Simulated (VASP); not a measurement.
# CuI (F-43m) in VASP: further runs

The runs below take CuI through relaxation of cell and atoms, single point, with revPBE+D4, PBE.

Program: VASP 6.6.1. These are calculated values, not measurements. Logs are shortened: lines on timing, memory, paths and dates and some standing lists are left out, and cuts for length are marked.

**1. The cell of the first run**

Symmetry: F-43m, No. 216, cubic system. The conventional cell has a = 6.063 Å, b = 6.063 Å, c = 6.063 Å, α = 90.00°, β = 90.00°, γ = 90.00°. Within 3.5 Å of I (site symmetry -43m) lie 4 Cu at 2.63 Å. Cu (site symmetry -43m) has 4 I at 2.63 Å within 3.5 Å.

**2. Relaxation of cell and atoms, revPBE+D4**

The input, INCAR:

```
PREC = Accurate ; ENCUT = 600
EDIFF = 1E-7 ; ISMEAR = -1
SIGMA = 0.05 ; LREAL = F
LASPH = T ; NELM = 80
ALGO = Normal ; ISIF = 3
LWAVE = F ; LCHARG = F
GGA = RE ; IVDW = 13
IBRION = 2 ; NSW = 60
EDIFFG = -0.01
```

The input, KPOINTS:

```
regular mesh
0
Gamma
  8 8 8
```

The input, POSCAR:

```
CuI
1.0
    0.0000000000      3.0315000000      3.0315000000
    3.0315000000      0.0000000000      3.0315000000
    3.0315000000      3.0315000000      0.0000000000
I Cu
1 1
Direct
    0.0000000000      0.0000000000      0.0000000000
    0.7500000000      0.7500000000      0.7500000000
```

Potentials or basis: VASP PAW PBE potentials, release 64 (I, Cu).

Launch:

```
cat potpaw_PBE.64/I/POTCAR potpaw_PBE.64/Cu/POTCAR > POTCAR
mpirun -np 1 vasp_std > vasp.out
```

OUTCAR:

```text
PREC = Accurate
   ENCUT = 600
   EDIFF = 1E-7
   ISMEAR = -1
   LREAL = F
   LASPH = T
   NELM = 80
   ISIF = 3
   GGA = RE
   IVDW = 13
   IBRION = 2
   NSW = 60
   EDIFFG = -0.01

 ion  position               nearest neighbor table
   1  0.000  0.000  0.000-   2 2.63   2 2.63   2 2.63   2 2.63
   2  0.750  0.750  0.750-   1 2.63   1 2.63   1 2.63   1 2.63

  LATTYP: Found a face centered cubic cell.
 ALAT       =     6.0630000000

  Lattice vectors:

 A1 = (   0.0000000000,   3.0315000000,   3.0315000000)
 A2 = (   3.0315000000,   0.0000000000,   3.0315000000)
 A3 = (   3.0315000000,   3.0315000000,   0.0000000000)

Analysis of symmetry for initial positions (statically):
=====================================================================
 Subroutine PRICEL returns:
 Original cell was already a primitive cell.

 Routine SETGRP: Setting up the symmetry group for a
 face centered cubic supercell.

 Subroutine GETGRP returns: Found 24 space group operations
 (whereof 24 operations were pure point group operations)
 out of a pool of 48 trial point group operations.

The static configuration has the point symmetry T_d .

Analysis of symmetry for dynamics (positions and initial velocities):
=====================================================================
 Subroutine PRICEL returns:
 Original cell was already a primitive cell.

 Routine SETGRP: Setting up the symmetry group for a
 face centered cubic supercell.

 Subroutine GETGRP returns: Found 24 space group operations
 (whereof 24 operations were pure point group operations)
 out of a pool of 48 trial point group operations.

The dynamic configuration has the point symmetry T_d .

 Subroutine INISYM returns: Found 24 space group operations
 (whereof 24 operations are pure point group operations),
 and found     1 'primitive' translations

----------------------------------------------------------------------------------------

                                     Primitive cell

  volume of cell :      55.7189

  direct lattice vectors                    reciprocal lattice vectors
     0.000000000  3.031500000  3.031500000    -0.164934851  0.164934851  0.164934851
     3.031500000  0.000000000  3.031500000     0.164934851 -0.164934851  0.164934851
     3.031500000  3.031500000  0.000000000     0.164934851  0.164934851 -0.164934851

  length of vectors
     4.287188414  4.287188414  4.287188414     0.285675541  0.285675541  0.285675541

  position of ions in fractional coordinates (direct lattice)
     0.000000000  0.000000000  0.000000000
     0.750000000  0.750000000  0.750000000

  ion indices of the primitive-cell ions
   primitive index   ion index
                 1           1
                 2           2

----------------------------------------------------------------------------------------

 KPOINTS: regular mesh

Automatic generation of k-mesh.
 Grid dimensions read from file:
 generate k-points for:    8    8    8

 Generating k-lattice:

  Cartesian coordinates                     Fractional coordinates (reciprocal lattice)
    -0.020616856  0.020616856  0.020616856     0.125000000  0.000000000  0.000000000
     0.020616856 -0.020616856  0.020616856     0.000000000  0.125000000  0.000000000
     0.020616856  0.020616856 -0.020616856     0.000000000  0.000000000  0.125000000

  Length of vectors
     0.035709443  0.035709443  0.035709443

  Shift w.r.t. Gamma in fractional coordinates (k-lattice)
     0.000000000  0.000000000  0.000000000

 Subroutine IBZKPT returns following result:
 ===========================================

 Found     29 irreducible k-points:

 Following reciprocal coordinates:
            Coordinates               Weight
  0.000000  0.000000  0.000000      1.000000
  0.125000  0.000000  0.000000      8.000000
  0.250000  0.000000  0.000000      8.000000
  0.375000  0.000000  0.000000      8.000000
  0.500000  0.000000  0.000000      4.000000
  0.125000  0.125000  0.000000      6.000000
[... 16 lines left out ...]
  0.500000  0.250000  0.125000     48.000000
 -0.375000  0.250000  0.125000     24.000000
 [... further k-points ...]
   k-points           NKPTS =     29   k-points in BZ     NKDIM =     29   number of bands    NBANDS=     13
   number of dos      NEDOS =    301   number of ions     NIONS =      2
   total plane-waves  NPLWV =  46656
   dimension x,y,z NGX =    36 NGY =   36 NGZ =   36
   dimension x,y,z NGXF=    72 NGYF=   72 NGZF=   72
   ions per type =               1   1
   NGX,Y,Z   is equivalent  to a cutoff of  13.96, 13.96, 13.96 a.u.
   NGXF,Y,Z  is equivalent  to a cutoff of  27.92, 27.92, 27.92 a.u.
 SYSTEM =  unknown system
   PREC   = accura    normal or accurate (medium, high low for compatibility)
   ISTART =      0    job   : 0-new  1-cont  2-samecut
   ICHARG =      2    charge: 1-file 2-atom 10-const
   ISPIN  =      1    spin polarized calculation?
   LNONCOLLINEAR =      F non collinear calculations
   LSORBIT =      F    spin-orbit coupling
   LASPH  =      T    aspherical Exc in radial PAW
   ENCUT  =  600.0 eV  44.10 Ry    6.64 a.u.   8.56  8.56  8.56*2*pi/ulx,y,z
   NELM   =     80;   NELMIN=  2; NELMDL= -5     # of ELM steps
   EDIFF  = 0.1E-06   stopping-criterion for ELM
   LREAL  =      F    real-space projection
   EDIFFG = -.1E-01   stopping-criterion for IOM
   NSW    =     60    number of steps for IOM
   IBRION =      2    ionic relax: 0-MD 1-quasi-New 2-CG
   NFREE  =      1    steps in history (QN), initial steepest desc. (CG)
   ISIF   =      3    stress and relaxation
   ISYM   =      2    0-nonsym 1-usesym 2-fastsym
   POTIM  = 0.5000    time-step for ionic-motion
   TEBEG  =    0.0;   TEEND  =   0.0 temperature during run
   PSTRESS=    0.0 pullay stress
   NELECT =      18.0000    total number of electrons
   NUPDOWN=      -1.0000    fix difference up-down
   EMIN   =  10.00;   EMAX   =-10.00  energy-range for DOS
   EFERMI =   0.00;   METHOD = LEGACY
   ISMEAR =    -1;   SIGMA  =   0.05  broadening in eV -4-tet -1-fermi 0-gaus
   EFERMI_NEDOS =   21; number of points for ismear=-14 and -15
   IALGO  =     38    algorithm
   IMIX   =      4    mixing-type and parameters
     AMIX     =   0.40;   BMIX     =  1.00
     AMIX_MAG =   1.60;   BMIX_MAG =  1.00
  volume/ion in A,a.u.               =      27.86       188.00
  Fermi-wavevector in a.u.,A,eV,Ry     =   1.123306  2.122741 17.168055  1.261816
  Thomas-Fermi vector in A             =   2.259971
   LORBIT       =      0    0 simple, 1 ext, 2 COOP (PROOUT), +10 PAW based schemes
   GGA     = RE    functional components
   LHFCALC =     F    Hartree Fock is set to
   AEXX    =    0.0000 exact exchange contribution
   IVDW    =    13    specifies the selected vdW correction
   LEPSILON=     F    determine dielectric tensor
   LRPA    =     F    only Hartree local field effects (RPA)
 conjugate gradient relaxation of ions
 non-spin polarized calculation
  energy-cutoff  :      600.00
  volume of cell :       55.72
 maximum number of plane-waves:      1880
 NGX is ok and might be reduce to    36
   NGX = 17   NGY = 17   NGZ = 17

--------------------------------------- Ionic step        1  -------------------------------------------

 number of electron      18.0000006 magnetization

 Free energy of the ion-electron system (eV)
  ---------------------------------------------------
  ext. energy  EPLUGINS =         0.00000000
  ---------------------------------------------------
  free energy    TOTEN  =        -4.93676707 eV

  energy without entropy =       -4.93676702  energy(sigma->0) =       -4.93676705

------------------------ aborting loop because EDIFF is reached ----------------------------------------

  DFT-D4 for vdW energy calculation

  Edisp (eV):   -1.20857

  FORCE on cell =-STRESS in cart. coord.  units (eV):
  Direction    XX          YY          ZZ          XY          YZ          ZX
  --------------------------------------------------------------------------------------
  -------------------------------------------------------------------------------------
  Total      -0.74379    -0.74379    -0.74379    -0.00000     0.00000     0.00000
  in kB     -21.38755   -21.38755   -21.38755    -0.00000     0.00000     0.00000
  external pressure =      -21.39 kB  Pullay stress =        0.00 kB
[... 61 lines left out ...]
  energy  without entropy=       -6.1655376650  energy(sigma->0) =       -6.16553767

--------------------------------------- Ionic step        3  -------------------------------------------

 number of electron      17.9999991 magnetization

 Free energy of the ion-electron system (eV)
  ---------------------------------------------------
  ext. energy  EPLUGINS =         0.00000000
  ---------------------------------------------------
  free energy    TOTEN  =        -4.88358370 eV

  energy without entropy =       -4.88358368  energy(sigma->0) =       -4.88358369

 E-fermi :   5.8361     XC(G=0):  -9.0308

 val. band max:        5.1065129625   @ k =   0.0000   0.0000   0.0000
 cond. band min:       6.4900623012   @ k =   0.0000   0.0000   0.0000
 fundamental gap:      1.3835493388
 Fermi energy:         5.8361298733

 k-point     1 :       0.0000    0.0000    0.0000
  band No.  band energies     occupation
      1      -9.1826      2.00000
      2       1.2229      2.00000
      3       1.2229      2.00000
      4       1.2229      2.00000
      5       3.0540      2.00000
      6       3.0540      2.00000
      7       5.1065      2.00000
      8       5.1065      2.00000
      9       5.1065      2.00000
     10       6.4901      0.00000
     11       9.9351      0.00000
     12       9.9351      0.00000
     13       9.9351      0.00000
[... 353 lines left out ...]
 k-point    24 :      -0.3750    0.2500    0.1250
  band No.  band energies     occupation
      1      -8.4491      2.00000
      2      -0.5123      2.00000
      3       0.6730      2.00000
      4       1.2110      2.00000
      5       2.9847      2.00000
      6       3.0662      2.00000
      7       3.1928      2.00000
      8       3.6648      2.00000
      9       3.9896      2.00000
     10       8.7518      0.00000
     11       9.7806      0.00000
     12      11.4235      0.00000
     13      12.7036      0.00000

 [... further k-points ...]

------------------------ aborting loop because EDIFF is reached ----------------------------------------

  DFT-D4 for vdW energy calculation

  Edisp (eV):   -1.28197

  FORCE on cell =-STRESS in cart. coord.  units (eV):
  Direction    XX          YY          ZZ          XY          YZ          ZX
  --------------------------------------------------------------------------------------
  -------------------------------------------------------------------------------------
  Total      -0.01122    -0.01122    -0.01122     0.00000     0.00000    -0.00000
  in kB      -0.33972    -0.33972    -0.33972     0.00000     0.00000    -0.00000
  external pressure =       -0.34 kB  Pullay stress =        0.00 kB
[... 17 lines left out ...]
  FREE ENERGIE OF THE ION-ELECTRON SYSTEM (eV)
  ---------------------------------------------------
  free  energy   TOTEN  =        -6.1655537622 eV

  energy  without entropy=       -6.1655537498  energy(sigma->0) =       -6.16555376

 reached required accuracy - stopping structural energy minimisation
```

Run time: 42 s. Hardware: 1 thread of Intel Xeon 6975P-C (Granite Rapids), shared host; peak memory 0.22 GiB.

What came out:

| Quantity | Value |
| --- | --- |
| Free energy | -6.1656 eV |
| Relaxed volume | 26.45 Å³/atom |
| Relaxed cell | a = 4.214 Å, b = 4.214 Å, c = 4.214 Å, α = 60.00°, β = 60.00°, γ = 60.00° |
| Space group after relaxing (to 0.1 Å) | F-43m (No. 216) |
| Energy gained by relaxing | 10.1 meV/atom |
| Ionic steps | 3 |
| Pressure after relaxing | 0.0 GPa |
| Band gap on the k mesh | 1.38 eV |
| Dispersion energy per atom | -0.641 eV |

Step by step:
| step | energy change (eV) | largest force (eV/Å) | pressure (GPa) | volume (Å³) |
| --- | --- | --- | --- | --- |
| 1 | 0.0000 | 0.0000 | -2.14 | 55.72 |
| 2 | -0.0202 | 0.0000 | 0.13 | 52.77 |
| 3 | -0.0202 | 0.0000 | -0.03 | 52.91 |

Final structure:
```
I Cu
1.0
     0.00000    2.97964    2.97964
     2.97964    0.00000    2.97964
     2.97964    2.97964    0.00000
I Cu
1 1
Direct
  0.00000 0.00000 0.00000
  0.75000 0.75000 0.75000
```

Levels at points of the mesh, in eV from the valence-band top:
```csv
k point,band 6,band 7,band 8,band 9,band 10,band 11,band 12,band 13
"(0.00, 0.00, 0.00)",-2.05,0.00,0.00,0.00,1.38,4.83,4.83,4.83
"(0.50, 0.00, 0.00)",-2.02,-1.97,-0.79,-0.79,2.26,5.39,5.39,7.61
"(0.50, 0.50, 0.00)",-1.98,-1.96,-1.67,-1.67,2.69,2.93,9.66,10.05
```

Caveat: the PAW data sets were made with another functional, which shifts forces and pressure a little; spin-orbit coupling is left out, which moves the levels of the heavy elements. revPBE gaps usually lie below the measured ones, often by a third to a half.

**3. Single point, PBE**

The input, INCAR:

```
SYSTEM = CuI
ALGO = Normal
EDIFF = 1E-7
ENCUT = 520
GGA = PE
ISIF = 2
ISMEAR = -1
LASPH = .True.
LCHARG = .False.
LREAL = .False.
LWAVE = .False.
NBANDS = 16
NELM = 80
PREC = Accurate
SIGMA = 0.02
```

The input, KPOINTS:

```
k-points
0
Gamma
  5 5 5
  0 0 0
```

POSCAR is that of step 2.

Potentials or basis: VASP PAW PBE potentials, release 64 (I, Cu).

Launch:

```
cat potpaw_PBE.64/I/POTCAR potpaw_PBE.64/Cu/POTCAR > POTCAR
mpirun -np 1 vasp_std > vasp.out
```

OUTCAR:

```text
SYSTEM = CuI
   EDIFF = 1E-7
   ENCUT = 520
   GGA = PE
   ISIF = 2
   ISMEAR = -1
   LASPH = .True.
   LREAL = .False.
   NELM = 80
   PREC = Accurate

 ion  position               nearest neighbor table
   1  0.000  0.000  0.000-   2 2.63   2 2.63   2 2.63   2 2.63
   2  0.750  0.750  0.750-   1 2.63   1 2.63   1 2.63   1 2.63

  LATTYP: Found a face centered cubic cell.
 ALAT       =     6.0630000000

  Lattice vectors:

 A1 = (   0.0000000000,   3.0315000000,   3.0315000000)
[... 358 lines left out ...]
------------------------ aborting loop because EDIFF is reached ----------------------------------------

  FORCE on cell =-STRESS in cart. coord.  units (eV):
  Direction    XX          YY          ZZ          XY          YZ          ZX
  --------------------------------------------------------------------------------------
  -------------------------------------------------------------------------------------
  Total        0.1427343      0.1427343      0.1427343      0.0000000      0.0000000      0.0000000
  in kB        4.1042715      4.1042715      4.1042715      0.0000000      0.0000000      0.0000000
  external PRESSURE =       4.1042715 kB  Pullay stress =       0.0000000 kB

 VOLUME and BASIS-vectors are now :
 -----------------------------------------------------------------------------
  energy-cutoff  :      520.00
  volume of cell :       55.72
      direct lattice vectors                 reciprocal lattice vectors
     0.000000000  3.031500000  3.031500000    -0.164934851  0.164934851  0.164934851
     3.031500000  0.000000000  3.031500000     0.164934851 -0.164934851  0.164934851
     3.031500000  3.031500000  0.000000000     0.164934851  0.164934851 -0.164934851

 POSITION                                       TOTAL-FORCE (eV/Angst)
 -----------------------------------------------------------------------------------
      0.00000      0.00000      0.00000         0.000000      0.000000      0.000000
      4.54725      4.54725      4.54725        -0.000000     -0.000000     -0.000000
 -----------------------------------------------------------------------------------
    total drift:                               -0.000001     -0.000001     -0.000001

  FREE ENERGIE OF THE ION-ELECTRON SYSTEM (eV)
  ---------------------------------------------------
  free  energy   TOTEN  =        -5.5535792742 eV

  energy  without entropy=       -5.5535792742  energy(sigma->0) =       -5.55357927
```

OSZICAR:

```text
N       E                     dE             d eps       ncg     rms          rms(c)
DAV:   1     0.943117861792E+02    0.94312E+02   -0.74659E+03   328   0.119E+03
DAV:   2    -0.241215185078E+00   -0.94553E+02   -0.85541E+02   344   0.228E+02
DAV:   3    -0.561236892369E+01   -0.53712E+01   -0.53069E+01   432   0.578E+01
DAV:   4    -0.576042041251E+01   -0.14805E+00   -0.14802E+00   376   0.920E+00
DAV:   5    -0.576907649395E+01   -0.86561E-02   -0.86560E-02   504   0.246E+00    0.517E+00
DAV:   6    -0.569268409104E+01    0.76392E-01   -0.25797E+00   320   0.433E+01    0.337E+00
DAV:   7    -0.555400097087E+01    0.13868E+00   -0.61936E-01   368   0.258E+01    0.167E+00
DAV:   8    -0.555549350614E+01   -0.14925E-02   -0.35530E-02   496   0.250E+00    0.427E-01
DAV:   9    -0.555339519750E+01    0.20983E-02   -0.74553E-03   392   0.253E+00    0.160E-01
DAV:  10    -0.555357984569E+01   -0.18465E-03   -0.69778E-04   456   0.201E-01    0.362E-02
DAV:  11    -0.555358147885E+01   -0.16332E-05   -0.12624E-04   400   0.310E-01    0.337E-02
DAV:  12    -0.555357943532E+01    0.20435E-05   -0.10145E-05   520   0.649E-02    0.219E-02
DAV:  13    -0.555357878336E+01    0.65195E-06   -0.59333E-06   432   0.709E-02    0.401E-03
DAV:  14    -0.555357936649E+01   -0.58312E-06   -0.16443E-06   512   0.136E-02    0.429E-03
DAV:  15    -0.555357927420E+01    0.92287E-07   -0.28334E-08   240   0.390E-03
   1 F= -.55535793E+01 E0= -.55535793E+01  d E =-.150384E-11
```

stdout:

```text
POSCAR found type information on POSCAR I Cu
 POSCAR found :  2 types and       2 ions
 scaLAPACK will be used
 LDA part: xc-table for (Slater+PW92), standard interpolation
 POSCAR, INCAR and KPOINTS ok, starting setup
 FFT: planning ... GRIDC
 FFT: planning ... GRID_SOFT
 FFT: planning ... GRID
 WAVECAR not read
 entering main loop
```

Wall time 19 s (1 thread of Intel Xeon 8259CL, shared host); peak memory 0.17 GiB.

Results:

```
Free energy            : -5.5536 eV
Pressure               : 0.4 GPa
Band gap on the k mesh : 1.14 eV
```

Caveat: spin-orbit coupling is left out, which moves the levels of the heavy elements.
